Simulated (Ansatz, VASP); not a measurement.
Cs2ZrS6: VASP beside Ansatz

The input INCAR:

```
SYSTEM = Cs2ZrS6
PREC = Accurate ; ENCUT = 520
EDIFF = 1E-7 ; ISMEAR = -1
SIGMA = 0.1 ; LREAL = .FALSE.
LASPH = .TRUE. ; NELM = 60
ALGO = Normal ; ISIF = 2
LWAVE = .FALSE. ; LCHARG = .TRUE.
GGA = PE ; LELF = .TRUE.
LVHAR = .TRUE. ; NBANDS = 43
```

The input KPOINTS:

```
Automatic mesh
0
G
  3 3 3
  0 0 0
```

The input POSCAR:

```
Cs2ZrS6
1.0
    3.5424010000      6.1356160000      0.0000000000
   -3.5424010000      6.1356160000      0.0000000000
    0.0000000000      0.0000000000      5.5374200000
Zr S Cs
1 6 2
Direct
    0.0000000000      0.0000000000      0.0000000000
    0.1600000000      0.6800000000      0.1980000000
    0.1600000000      0.1600000000      0.1980000000
    0.6800000000      0.1600000000      0.1980000000
    0.8400000000      0.3200000000      0.8020000000
    0.3200000000      0.8400000000      0.8020000000
    0.8400000000      0.8400000000      0.8020000000
    0.3333000000      0.3334000000      0.6920000000
    0.6667000000      0.6666000000      0.3080000000
```

Input for Ansatz:

```yaml
crystal:
  lattice:
    - [3.542401, 6.135616, 0.0]
    - [-3.542401, 6.135616, 0.0]
    - [0.0, 0.0, 5.53742]
  atoms:
    - { symbol: Zr, position: [0.0, 0.0, 0.0] }
    - { symbol: S, position: [0.16, 0.68, 0.198] }
    - { symbol: S, position: [0.16, 0.16, 0.198] }
    - { symbol: S, position: [0.68, 0.16, 0.198] }
    - { symbol: S, position: [0.84, 0.32, 0.802] }
    - { symbol: S, position: [0.32, 0.84, 0.802] }
    - { symbol: S, position: [0.84, 0.84, 0.802] }
    - { symbol: Cs, position: [0.3333, 0.3334, 0.692] }
    - { symbol: Cs, position: [0.6667, 0.6666, 0.308] }
  symmetry: { tolerance: 0.0003 }
kpoints:
  mp_grid: { grid: [3, 3, 3], shift: [0, 0, 0] }
magnetization:
  spin_polarized: false
scf:
  occupations: { method: fermi_dirac }
hamiltonian:
  pseudopotentials: { kind: paw }
  xc: pbe
basis:
  ecutwfc: "550 eV"
  xc_grid: 1
output:
  forces: true
  stress: true
  eigenvalues: true
accuracy: medium
```

Alike in both runs: task single point; functional PBE; k mesh 3 × 3 × 3; no spin polarisation.

|  | VASP | Ansatz |
| --- | --- | --- |
| version | VASP 6.6.1 | Ansatz 0.2.0 |
| potentials or method | VASP PAW PBE potentials, release 64 (Zr_sv, S, Cs_sv), cutoff 520 eV | PAW plane waves |
| occupations | fermi-dirac, width 0.1 eV | fermi-dirac |
| valence electrons in the cell | 66 | 66 |

|  | VASP | Ansatz | Ansatz less VASP |
| --- | --- | --- | --- |
| gap on the k mesh at the Fermi level (eV) | none | none | - |
| pressure (GPa) | 13.9 | 14.0 | +0.05 |
| traceless stress, the component that is largest in VASP (GPa) | -2.88 | -2.89 | -0.016 |
| rms of the force components (eV/Å) | 1.961 | 1.972 | +0.0113 |

Atom by atom the forces differ by 0.011 eV/Å (rms over components). A gap of «none» marks a metal or a gap that the smearing closes. Ansatz's warnings: structure snapped to symmetry.

The k mesh is coarse, so the values compare programs but aren't converged. Neither program's run includes spin-orbit coupling.
